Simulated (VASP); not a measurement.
# Ga3Sb2As (P3m1) in VASP: notebook, part 2 of 2

VASP 6.6.1. The steps go on from the part before.

### 3 Single point, PBE

This run uses another cell than the first one, of 27.91 Å³/atom.

INCAR reads:

```
SYSTEM = Ga3Sb2As
PREC     = Accurate       ! precision mode
ENCUT    = 520            ! plane-wave cutoff, eV
EDIFF    = 1E-7           ! SCF threshold, eV
ISMEAR   = 0              ! smearing method
SIGMA    = 0.1            ! smearing width, eV
LREAL    = .FALSE.        ! projectors in reciprocal space
LASPH    = .TRUE.         ! aspherical terms in the spheres
NELM     = 80             ! most SCF steps
ALGO     = Normal         ! electronic algorithm
ISIF     = 2              ! what is computed and relaxed
LWAVE    = .FALSE.        ! write WAVECAR
LCHARG   = .FALSE.        ! write CHGCAR
GGA      = PE             ! functional
NBANDS   = 36             ! bands
```

KPOINTS reads:

```
Automatic mesh
0
G
  12 12 4
  0 0 0
```

POSCAR reads:

```
Ga3Sb2As
1.0
    4.2905745804      0.0000000000      0.0000000000
   -2.1452872902      3.7157465835      0.0000000000
    0.0000000000      0.0000000000     10.5020552498
Ga Sb As
3 2 1
Direct
    0.0000000000      0.0000000000      0.9876833898
    0.6666666667      0.3333333333      0.3326715566
    0.3333333333      0.6666666667      0.6789972998
    0.6666666667      0.3333333333      0.0776450687
    0.3333333333      0.6666666667      0.4223993930
    0.0000000000      0.0000000000      0.7506032921
```

Potentials or basis: VASP PAW PBE potentials, release 64 (Ga_d, Sb, As).

Command:

```bash
> cat potpaw_PBE.64/Ga_d/POTCAR potpaw_PBE.64/Sb/POTCAR potpaw_PBE.64/As/POTCAR > POTCAR
> mpirun -np 1 vasp_std > vasp.out
```

OUTCAR:

```text
SYSTEM = Ga3Sb2As
   PREC = Accurate
   ENCUT = 520
   EDIFF = 1E-7
   ISMEAR = 0
   LREAL = .FALSE.
   LASPH = .TRUE.
   NELM = 80
   ISIF = 2
   GGA = PE

 ion  position               nearest neighbor table
   1  0.000  0.000  0.988-   6 2.49   4 2.65   4 2.65   4 2.65
   2  0.667  0.333  0.333-   5 2.65   5 2.65   5 2.65   4 2.68
   3  0.333  0.667  0.679-   6 2.59   6 2.59   6 2.59   5 2.69
   4  0.667  0.333  0.078-   1 2.65   1 2.65   1 2.65   2 2.68
   5  0.333  0.667  0.422-   2 2.65   2 2.65   2 2.65   3 2.69
   6  0.000  0.000  0.751-   1 2.49   3 2.59   3 2.59   3 2.59

  LATTYP: Found a hexagonal cell.
 ALAT       =     4.2905745804
 C/A-ratio  =     2.4477036940

  Lattice vectors:

 A1 = (   4.2905745804,   0.0000000000,   0.0000000000)
 A2 = (  -2.1452872902,   3.7157465835,   0.0000000000)
 A3 = (   0.0000000000,   0.0000000000,  10.5020552498)

Analysis of symmetry for initial positions (statically):
=====================================================================
 Subroutine PRICEL returns:
 Original cell was already a primitive cell.

[... 180 lines left out ...]
 cond. band min:       4.2852336034   @ k =   0.0000   0.0000   0.0000
 fundamental gap:      0.0930963950
 Fermi energy:         4.2476301903

 k-point     1 :       0.0000    0.0000    0.0000
  band No.  band energies     occupation
      1     -10.9195      2.00000
      2     -10.8888      2.00000
      3     -10.8888      2.00000
      4     -10.8521      2.00000
      5     -10.8521      2.00000
      6     -10.7093      2.00000
[... 925 lines left out ...]
     35       8.4462      0.00000
     36       8.4745      0.00000

 [... further k-points ...]

------------------------ aborting loop because EDIFF is reached ----------------------------------------

  FORCE on cell =-STRESS in cart. coord.  units (eV):
  Direction    XX          YY          ZZ          XY          YZ          ZX
  --------------------------------------------------------------------------------------
  -------------------------------------------------------------------------------------
  Total        0.1009386      0.1009386      0.1215467      0.0000000     -0.0000000      0.0000000
  in kB        0.9659000      0.9659000      1.1631026      0.0000000     -0.0000000      0.0000000
  external PRESSURE =       1.0316342 kB  Pullay stress =       0.0000000 kB

 VOLUME and BASIS-vectors are now :
 -----------------------------------------------------------------------------
  energy-cutoff  :      520.00
  volume of cell :      167.43
      direct lattice vectors                 reciprocal lattice vectors
     4.290574580  0.000000000  0.000000000     0.233069017  0.134562460  0.000000000
    -2.145287290  3.715746584  0.000000000     0.000000000  0.269124919  0.000000000
     0.000000000  0.000000000 10.502055250     0.000000000  0.000000000  0.095219457

 POSITION                                       TOTAL-FORCE (eV/Angst)
 -----------------------------------------------------------------------------------
      0.00000      0.00000     10.37271         0.000000     -0.000000      0.010875
      2.14529      1.23858      3.49374         0.000000     -0.000000      0.000607
     -0.00000      2.47716      7.13087        -0.000000     -0.000000      0.000810
      2.14529      1.23858      0.81543         0.000000     -0.000000      0.000022
     -0.00000      2.47716      4.43606         0.000000     -0.000000     -0.001012
      0.00000      0.00000      7.88288         0.000000      0.000000     -0.011302
 -----------------------------------------------------------------------------------
    total drift:                               -0.000004      0.000003      0.000462

  FREE ENERGIE OF THE ION-ELECTRON SYSTEM (eV)
  ---------------------------------------------------
  free  energy   TOTEN  =       -22.8527220639 eV

  energy  without entropy=      -22.8515615818  energy(sigma->0) =      -22.85214182
```

OSZICAR:

```text
N       E                     dE             d eps       ncg     rms          rms(c)
DAV:   1     0.405299492279E+03    0.40530E+03   -0.24402E+04  5064   0.194E+03
DAV:   2     0.325533649019E+02   -0.37275E+03   -0.36066E+03  5472   0.483E+02
DAV:   3    -0.205483973759E+02   -0.53102E+02   -0.52216E+02  5852   0.143E+02
DAV:   4    -0.230299984644E+02   -0.24816E+01   -0.24659E+01  5948   0.323E+01
DAV:   5    -0.230971185009E+02   -0.67120E-01   -0.67026E-01  6216   0.515E+00    0.521E+00
DAV:   6    -0.228822152384E+02    0.21490E+00   -0.38835E-01  6756   0.707E+00    0.308E+00
DAV:   7    -0.228501202291E+02    0.32095E-01   -0.25286E-01  5872   0.308E+00    0.623E-01
DAV:   8    -0.228506711886E+02   -0.55096E-03   -0.44982E-02  6188   0.257E+00    0.143E-01
DAV:   9    -0.228520698689E+02   -0.13987E-02   -0.65669E-03  5916   0.871E-01    0.806E-02
DAV:  10    -0.228524657592E+02   -0.39589E-03   -0.87132E-04  6604   0.297E-01    0.508E-02
DAV:  11    -0.228527024749E+02   -0.23672E-03   -0.37971E-04  5664   0.128E-01    0.966E-03
DAV:  12    -0.228527146425E+02   -0.12168E-04   -0.26417E-05  6300   0.680E-02    0.733E-03
DAV:  13    -0.228527205172E+02   -0.58746E-05   -0.12281E-05  6292   0.302E-02    0.322E-03
DAV:  14    -0.228527217392E+02   -0.12220E-05   -0.31537E-06  5972   0.218E-02    0.128E-03
DAV:  15    -0.228527220229E+02   -0.28377E-06   -0.36046E-07  5656   0.799E-03    0.589E-04
DAV:  16    -0.228527220639E+02   -0.40915E-07   -0.97565E-08  3652   0.569E-03
   1 F= -.22852722E+02 E0= -.22852142E+02  d E =-.116048E-02
```

Wall time 12 min (1 thread of AMD EPYC 7R13, shared host); peak memory 0.5 GiB.

Results:

```yaml
Free_energy: -22.8527 eV
Pressure: 0.1 GPa
Largest_force: 0.011 eV/Å
Band_gap_on_the_k_mesh: zero (bands 27 and 28 overlap by 0.11 eV)
```

Forces on the atoms (eV/Å):
```
Ga   0.000  0.000  0.011
Ga   0.000  0.000  0.001
Ga   0.000  0.000  0.001
Sb   0.000  0.000  0.000
Sb   0.000  0.000 -0.001
As   0.000  0.000 -0.011
```

Caveat: semilocal functionals underestimate gaps, and a narrow one can read as zero; spin-orbit coupling is left out, which moves the levels of the heavy elements.

The gap in the log of VASP goes by the Fermi energy; the results here count the filled bands.